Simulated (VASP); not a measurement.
# TiO (P-6m2) in VASP: further runs

Runs on TiO. Level: PBEsol. Tasks: single point.

All numbers are computed with VASP 6.6.1; they aren't measurements. Logs are shortened: lines on timing, memory, paths and dates and some standing lists are left out, and cuts for length are marked.

## 1. The cell of the first run

It takes space group P-6m2 (No. 187, hexagonal). The conventional cell has a = 2.663 Å, b = 2.663 Å, c = 2.697 Å, α = 90.00°, β = 90.00°, γ = 120.00°. Ti (site symmetry -6m2) has 6 O at 2.04 Å and 8 Ti at 2.66 to 2.70 Å within 2.7 Å. Within 2.7 Å of O (site symmetry -6m2) lie 6 Ti at 2.04 Å and 8 O at 2.66 to 2.70 Å.

## 2. Single point, PBEsol (volume scaled by 0.88, then relaxed in part)

INCAR reads:

```
SYSTEM = TiO
PREC = Accurate
ENCUT = 520
EDIFF = 1E-6
ISMEAR = 0
SIGMA = 0.1
LREAL = .FALSE.
LASPH = .TRUE.
NELM = 80
ALGO = Normal
ISIF = 2
LWAVE = .FALSE.
LCHARG = .FALSE.
GGA = PS
NBANDS = 16
```

KPOINTS reads:

```
regular mesh
0
G
  18 18 16
  0 0 0
```

POSCAR reads:

```
TiO
1.0
    2.6630759074      0.0000000000      0.0000000000
   -1.3315379537      2.3062913880      0.0000000000
    0.0000000000      0.0000000000      2.6965922682
Ti O
1 1
Direct
    0.6666666667      0.3333333333      0.0000000000
    0.0000000000      0.0000000000      0.5000000000
```

Potentials or basis: VASP PAW PBE potentials, release 64 (Ti_sv, O).

On the command line:

```sh
cat potpaw_PBE.64/Ti_sv/POTCAR potpaw_PBE.64/O/POTCAR > POTCAR
mpirun -np 1 vasp_std > vasp.out
```

OUTCAR:

```text
SYSTEM = TiO
   PREC = Accurate
   ENCUT = 520
   EDIFF = 1E-6
   ISMEAR = 0
   LREAL = .FALSE.
   LASPH = .TRUE.
   NELM = 80
   ISIF = 2
   GGA = PS

 ion  position               nearest neighbor table
   1  0.667  0.333  0.000-   2 2.04   2 2.04   2 2.04   2 2.04   2 2.04   2 2.04
   2  0.000  0.000  0.500-   1 2.04   1 2.04   1 2.04   1 2.04   1 2.04   1 2.04

  LATTYP: Found a hexagonal cell.
 ALAT       =     2.6630759074
 C/A-ratio  =     1.0125855822

  Lattice vectors:

 A1 = (   2.6630759074,   0.0000000000,   0.0000000000)
 A2 = (  -1.3315379537,   2.3062913880,   0.0000000000)
 A3 = (   0.0000000000,   0.0000000000,   2.6965922682)

Analysis of symmetry for initial positions (statically):
=====================================================================
 Subroutine PRICEL returns:
 Original cell was already a primitive cell.

 Routine SETGRP: Setting up the symmetry group for a
 hexagonal supercell.

 Subroutine GETGRP returns: Found 12 space group operations
 (whereof 12 operations were pure point group operations)
 out of a pool of 24 trial point group operations.

The static configuration has the point symmetry D_3h.

Analysis of symmetry for dynamics (positions and initial velocities):
=====================================================================
 Subroutine PRICEL returns:
 Original cell was already a primitive cell.

 Routine SETGRP: Setting up the symmetry group for a
 hexagonal supercell.

 Subroutine GETGRP returns: Found 12 space group operations
 (whereof 12 operations were pure point group operations)
 out of a pool of 24 trial point group operations.

The dynamic configuration has the point symmetry D_3h.

 Subroutine INISYM returns: Found 12 space group operations
 (whereof 12 operations are pure point group operations),
 and found     1 'primitive' translations

----------------------------------------------------------------------------------------

                                     Primitive cell

  volume of cell :      16.5620

  direct lattice vectors                    reciprocal lattice vectors
     2.663075907  0.000000000  0.000000000     0.375505631  0.216798277  0.000000000
    -1.331537954  2.306291388  0.000000000     0.000000000  0.433596555  0.000000000
     0.000000000  0.000000000  2.696592268     0.000000000  0.000000000  0.370838414

  length of vectors
     2.663075907  2.663075907  2.696592268     0.433596555  0.433596555  0.370838414

  position of ions in fractional coordinates (direct lattice)
     0.666666667  0.333333333  0.000000000
[... 68 lines left out ...]
 SYSTEM =  TiO
   PREC   = accura    normal or accurate (medium, high low for compatibility)
   ISTART =      0    job   : 0-new  1-cont  2-samecut
   ICHARG =      2    charge: 1-file 2-atom 10-const
   ISPIN  =      1    spin polarized calculation?
   LNONCOLLINEAR =      F non collinear calculations
   LSORBIT =      F    spin-orbit coupling
   LASPH  =      T    aspherical Exc in radial PAW
   ENCUT  =  520.0 eV  38.22 Ry    6.18 a.u.   4.95  4.95  5.01*2*pi/ulx,y,z
   NELM   =     80;   NELMIN=  2; NELMDL= -5     # of ELM steps
   EDIFF  = 0.1E-05   stopping-criterion for ELM
   LREAL  =      F    real-space projection
[... 7 lines left out ...]
   TEBEG  =    0.0;   TEEND  =   0.0 temperature during run
   PSTRESS=    0.0 pullay stress
   NELECT =      18.0000    total number of electrons
   NUPDOWN=      -1.0000    fix difference up-down
   EMIN   =  10.00;   EMAX   =-10.00  energy-range for DOS
   EFERMI =   0.00;   METHOD = LEGACY
   ISMEAR =     0;   SIGMA  =   0.10  broadening in eV -4-tet -1-fermi 0-gaus
   EFERMI_NEDOS =   21; number of points for ismear=-14 and -15
   IALGO  =     38    algorithm
   IMIX   =      4    mixing-type and parameters
     AMIX     =   0.40;   BMIX     =  1.00
     AMIX_MAG =   1.60;   BMIX_MAG =  1.00
  volume/ion in A,a.u.               =       8.28        55.88
  Fermi-wavevector in a.u.,A,eV,Ry     =   1.683170  3.180730 38.546141  2.833061
  Thomas-Fermi vector in A             =   2.766419
   LORBIT       =      0    0 simple, 1 ext, 2 COOP (PROOUT), +10 PAW based schemes
   GGA     = PS    functional components
   LHFCALC =     F    Hartree Fock is set to
   AEXX    =    0.0000 exact exchange contribution
   IVDW    =     0    specifies the selected vdW correction
   LEPSILON=     F    determine dielectric tensor
   LRPA    =     F    only Hartree local field effects (RPA)
 non-spin polarized calculation
 Gauss-broadening in eV      SIGMA  =   0.10
  energy-cutoff  :      520.00
  volume of cell :       16.56
 maximum number of plane-waves:       459
 NGX is ok and might be reduce to    20
   NGX =  9   NGY =  9   NGZ = 11

 number of electron      17.9999999 magnetization

 Free energy of the ion-electron system (eV)
  ---------------------------------------------------
  ext. energy  EPLUGINS =         0.00000000
  ---------------------------------------------------
  free energy    TOTEN  =       -18.48455830 eV

  energy without entropy =      -18.48437765  energy(sigma->0) =      -18.48446798

 E-fermi :  13.4711     XC(G=0): -14.0071

 val. band max:       13.4658314754   @ k =   0.0000   0.0000   0.5000
 cond. band min:      13.4851708446   @ k =   0.0000   0.0000   0.4375
 fundamental gap:      0.0193393692
 Fermi energy:        13.4711224182

 k-point     1 :       0.0000    0.0000    0.0000
  band No.  band energies     occupation
      1     -43.9221      2.00000
      2     -20.1077      2.00000
      3     -19.5863      2.00000
      4     -19.5863      2.00000
      5      -9.4451      2.00000
      6       7.2018      2.00000
[... 433 lines left out ...]
      3     -19.9906      2.00000
      4     -19.8841      2.00000
      5      -7.5968      2.00000
      6       3.6763      2.00000
[... 8 lines left out ...]
     15      27.7107      0.00000
     16      29.6821      0.00000

 [... further k-points ...]
[... 5 lines left out ...]
  --------------------------------------------------------------------------------------
  -------------------------------------------------------------------------------------
  Total        4.5628513      4.5628513      4.6322537      0.0000000      0.0000000      0.0000000
  in kB      441.4015850    441.4015850    448.1154431      0.0000000      0.0000000      0.0000000
  external PRESSURE =     443.6395377 kB  Pullay stress =       0.0000000 kB

 VOLUME and BASIS-vectors are now :
 -----------------------------------------------------------------------------
  energy-cutoff  :      520.00
  volume of cell :       16.56
      direct lattice vectors                 reciprocal lattice vectors
     2.663075907  0.000000000  0.000000000     0.375505631  0.216798277  0.000000000
    -1.331537954  2.306291388  0.000000000     0.000000000  0.433596555  0.000000000
     0.000000000  0.000000000  2.696592268     0.000000000  0.000000000  0.370838414

 POSITION                                       TOTAL-FORCE (eV/Angst)
 -----------------------------------------------------------------------------------
      1.33154      0.76876      0.00000        -0.000000      0.000000      0.000000
      0.00000      0.00000      1.34830         0.000000      0.000000      0.000000
 -----------------------------------------------------------------------------------
    total drift:                               -0.000001      0.000001      0.000000

  FREE ENERGIE OF THE ION-ELECTRON SYSTEM (eV)
  ---------------------------------------------------
  free  energy   TOTEN  =       -18.4845583018 eV

  energy  without entropy=      -18.4843776483  energy(sigma->0) =      -18.48446798
```

Wall time 38 s (1 thread of Intel Xeon 6975P-C (Granite Rapids), shared host); peak memory 0.19 GiB.

What came out:

```yaml
Free_energy: -18.4846 eV
Pressure: 44.4 GPa
Band_gap_on_the_k_mesh: zero (band 9 reaches 13.56 eV, above the bottom of band 10 at 13.47 eV)
```

Levels at points of the mesh, in eV from the Fermi level:
```csv
k point,band 6,band 7,band 8,band 9,band 10,band 11,band 12,band 13
"(0.00, 0.00, 0.00)",-6.27,-6.27,-5.89,-3.52,2.09,2.09,2.61,2.61
"(0.50, 0.00, 0.00)",-10.05,-7.42,-5.84,-3.02,1.97,2.65,3.40,3.72
"(0.00, 0.00, 0.50)",-10.25,-5.86,-5.86,-0.01,-0.01,1.01,2.33,2.33
"(0.50, 0.00, 0.50)",-8.86,-8.79,-7.49,-0.71,2.46,3.70,3.79,4.47
```

Caveat: the PAW data sets were made with another functional, which shifts forces and pressure a little; semilocal functionals often make such compounds metallic where correlation or magnetic order opens a gap, which also shifts bond lengths.

## 3. Single point, PBEsol (volume scaled by 0.91, then relaxed in part)

INCAR, as its differences from that of step 2:

```diff
@@ -8,3 +8,3 @@
 LASPH = .TRUE.
-NELM = 80
+NELM = 100
 ALGO = Normal
```

KPOINTS is that of step 2.

POSCAR reads:

```
TiO
1.0
    2.6956100432      0.0000000000      0.0000000000
   -1.3478050216      2.3344667761      0.0000000000
    0.0000000000      0.0000000000      2.7216167225
Ti O
1 1
Direct
    0.6666666667      0.3333333333      0.0000000000
    0.0000000000      0.0000000000      0.5000000000
```

Potentials or basis: VASP PAW PBE potentials, release 64 (Ti_sv, O).

On the command line:

```sh
cat potpaw_PBE.64/Ti_sv/POTCAR potpaw_PBE.64/O/POTCAR > POTCAR
mpirun -np 1 vasp_std > vasp.out
```

Wall time 45 s (1 thread of Intel Xeon 6975P-C (Granite Rapids), shared host); peak memory 0.19 GiB.

Results (log left out):

| Property | Result |
| --- | --- |
| Free energy | -18.6170 eV |
| Pressure | 30.6 GPa |
| Band gap on the k mesh | zero (band 9 reaches 13.06 eV, above the bottom of band 10 at 12.97 eV) |

Stress tensor (GPa, compression positive):
```
30.50  0.00  0.00
 0.00 30.50  0.00
 0.00  0.00 30.95
```

Levels at points of the mesh, in eV from the Fermi level:
| k point | band 5 | band 6 | band 7 | band 8 | band 9 | band 10 | band 11 | band 12 | band 13 | band 14 |
| --- | --- | --- | --- | --- | --- | --- | --- | --- | --- | --- |
| (0.00, 0.00, 0.00) | -22.69 | -6.14 | -6.14 | -5.80 | -3.39 | 1.99 | 1.99 | 2.49 | 2.49 | 2.54 |
| (0.50, 0.00, 0.00) | -20.97 | -9.82 | -7.21 | -5.76 | -2.90 | 1.88 | 2.49 | 3.25 | 3.54 | 7.38 |
| (0.00, 0.00, 0.50) | -20.93 | -10.06 | -5.74 | -5.74 | 0.00 | 0.00 | 0.97 | 2.22 | 2.22 | 7.90 |
| (0.50, 0.00, 0.50) | -21.33 | -8.69 | -8.61 | -7.30 | -0.73 | 2.29 | 3.51 | 3.62 | 4.25 | 9.60 |

Caveat: the PAW data sets were made with another functional, which shifts forces and pressure a little; semilocal functionals often make such compounds metallic where correlation or magnetic order opens a gap, which also shifts bond lengths.

## 4. Single point, PBEsol (volume scaled by 0.94, then relaxed in part)

INCAR reads:

```
SYSTEM = TiO
ALGO = Normal ; EDIFF = 1E-6
ENCUT = 520 ; GGA = PS
ISIF = 2 ; ISMEAR = 0
LASPH = .True. ; LCHARG = .False.
LREAL = .False. ; LWAVE = .False.
NBANDS = 16 ; NELM = 100
PREC = Accurate ; SIGMA = 0.1
```

KPOINTS reads:

```
k-points
0
Gamma
  18 18 16
  0 0 0
```

POSCAR reads:

```
TiO
1.0
    2.7272985672      0.0000000000      0.0000000000
   -1.3636492836      2.3619098429      0.0000000000
    0.0000000000      0.0000000000      2.7463898724
Ti O
1 1
Direct
    0.6666666667      0.3333333333      0.0000000000
    0.0000000000      0.0000000000      0.5000000000
```

On the command line:

```sh
cat potpaw_PBE.64/Ti_sv/POTCAR potpaw_PBE.64/O/POTCAR > POTCAR
mpirun -np 1 vasp_std > vasp.out
```

Run time: 43 s. Hardware: 1 thread of Intel Xeon 6975P-C (Granite Rapids), shared host; peak memory 0.2 GiB.

Results (log left out):

```
Free energy            : -18.7049 eV
Pressure               : 19.0 GPa
Band gap on the k mesh : zero (band 9 reaches 12.58 eV, above the bottom of band 10 at 12.50 eV)
```

Stress tensor (GPa, compression positive):
```
18.91  0.00  0.00
 0.00 18.91  0.00
 0.00  0.00 19.19
```

Levels at points of the mesh, in eV from the Fermi level:
| k point | band 7 | band 8 | band 9 | band 10 | band 11 | band 12 |
| --- | --- | --- | --- | --- | --- | --- |
| (0.00, 0.00, 0.00) | -6.02 | -5.70 | -3.28 | 1.90 | 1.90 | 2.26 |
| (0.50, 0.00, 0.00) | -7.01 | -5.67 | -2.78 | 1.81 | 2.33 | 3.12 |
| (0.00, 0.00, 0.50) | -5.63 | -5.63 | 0.00 | 0.00 | 0.93 | 2.13 |
| (0.50, 0.00, 0.50) | -8.43 | -7.12 | -0.74 | 2.13 | 3.35 | 3.45 |

Caveat: the PAW data sets were made with another functional, which shifts forces and pressure a little; semilocal functionals often make such compounds metallic where correlation or magnetic order opens a gap, which also shifts bond lengths.

(Continued in part 2 of 2.)
